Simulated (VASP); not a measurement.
Set up this calculation in VASP 6.6.1, as the native input.

```
Task                   : single point
Functional             : PBEsol
Potentials or basis    : VASP PAW PBE potentials, release 64 (Ag, Cl)
Cutoff                 : 500 eV
k mesh                 : 8 × 8 × 8
Occupations            : gaussian, width 0.01 eV
Spin                   : no spin polarisation
Dipole correction      : no
Further INCAR settings : ALGO = Normal; EDIFF = 1e-06; NBANDS = 16
```

The structure of AgCl (Chlorargyrite) lies in POSCAR:

```
AgCl
1.0
    0.0000000000      2.7237571629      2.7237571629
    2.7237571629      0.0000000000      2.7237571629
    2.7237571629      2.7237571629      0.0000000000
Ag Cl
1 1
Direct
    0.0000000000      0.0000000000      0.0000000000
    0.5000000000      0.5000000000      0.5000000000
```

One way to write it, as run:

INCAR

```
PREC     = Accurate       # precision mode
ENCUT    = 500            # plane-wave cutoff, eV
EDIFF    = 1E-6           # SCF threshold, eV
ISMEAR   = 0              # smearing method
SIGMA    = 0.01           # smearing width, eV
LREAL    = False          # projectors in reciprocal space
LASPH    = True           # aspherical terms in the spheres
NELM     = 120            # most SCF steps
ALGO     = Normal         # electronic algorithm
ISIF     = 2              # what is computed and relaxed
LWAVE    = False          # write WAVECAR
LCHARG   = True           # write CHGCAR
GGA      = PS             # functional
LELF     = True           # ELF
LVHAR    = True         
NBANDS   = 16             # bands
GGA_COMPAT= False
```

KPOINTS

```
regular mesh
0
Gamma
  8 8 8
```

Potentials or basis: VASP PAW PBE potentials, release 64 (Ag, Cl).

Launch:

```sh
$ cat potpaw_PBE.64/Ag/POTCAR potpaw_PBE.64/Cl/POTCAR > POTCAR
$ mpirun -np 1 vasp_std > vasp.out
```

Results of the run:

* Pressure: -0.1 GPa
* Band gap on the k mesh: 0.72 eV, indirect (least direct gap 3.22 eV)

Caveat: the PAW data sets were made with another functional, which shifts forces and pressure a little.

Wall time 11 s on 1 thread of AMD EPYC 9R45 96-Core Processor (Zen 5), on a shared host, peak memory 0.13 GiB.
